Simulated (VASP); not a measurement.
Set up this calculation in VASP 6.6.1, as the native input.

| Quantity | Value |
| --- | --- |
| Task | single point |
| Functional | PBEsol |
| Potentials or basis | VASP PAW PBE potentials, release 64 (Sb) |
| Cutoff | 520 eV |
| k mesh | 9 × 9 × 5 |
| Occupations | fermi-dirac, width 0.05 eV |
| Spin | no spin polarisation |
| Dipole correction | no |
| k mesh for the DOS | 14 × 14 × 8 |
| Occupations for the DOS | tetrahedron |
| Further INCAR settings | ALGO = Normal; EDIFF = 1e-07 |

Sb:

```
Sb
1.0
     3.35453    0.00000    0.00000
    -1.67727    2.90511    0.00000
     0.00000    0.00000    5.47016
Sb
2
Direct
  0.66667 0.33333 0.75000
  0.33333 0.66667 0.25000
```

This isn't the form of Sb at room conditions, which is rhombohedral.

These files were run (other wordings do the same):

POSCAR

```
Sb
1.0
    3.3545324186      0.0000000000      0.0000000000
   -1.6772662093      2.9051102923      0.0000000000
    0.0000000000      0.0000000000      5.4701606500
Sb
2
Direct
    0.6666666667      0.3333333333      0.7500000000
    0.3333333333      0.6666666667      0.2500000000
```

INCAR.step1

```
SYSTEM = Sb
ALGO = Normal ; EDIFF = 1E-7
ENCUT = 520 ; GGA = PS
ISIF = 2 ; ISMEAR = -1
LASPH = .True. ; LCHARG = .True.
LREAL = .False. ; LWAVE = .False.
NBANDS = 12 ; NELM = 60
PREC = Accurate ; SIGMA = 0.05
```

KPOINTS.step1

```
k-points
0
Gamma
  9 9 5
  0 0 0
```

INCAR.step2

```
SYSTEM = Sb
ALGO = Normal ; EDIFF = 1E-7
ENCUT = 520 ; GGA = PS
ICHARG = 11 ; ISIF = 2
ISMEAR = -5 ; LASPH = .True.
LCHARG = .False. ; LORBIT = 11
LREAL = .False. ; LWAVE = .False.
NEDOS = 1001 ; NELM = 60
PREC = Accurate ; SIGMA = 0.05
```

KPOINTS.step2

```
k-points
0
Gamma
  14 14 8
  0 0 0
```

Potentials or basis: VASP PAW PBE potentials, release 64 (Sb).

The run is started by

```console
$ cat potpaw_PBE.64/Sb/POTCAR > POTCAR
$ cp INCAR.step1 INCAR
$ cp KPOINTS.step1 KPOINTS
$ mpirun -np 1 vasp_std > vasp.out
$ cp INCAR.step2 INCAR
$ cp KPOINTS.step2 KPOINTS
$ mpirun -np 1 vasp_std > vasp.out
```

It gave:

The valence electrons inside the program's atomic spheres are Sb 2.34.

Run time: 64 s on 1 thread of Intel(R) Xeon(R) Platinum 8259CL CPU @ 2.50GHz (Skylake/Cascade Lake) (shared host), peak memory 0.2 GiB.
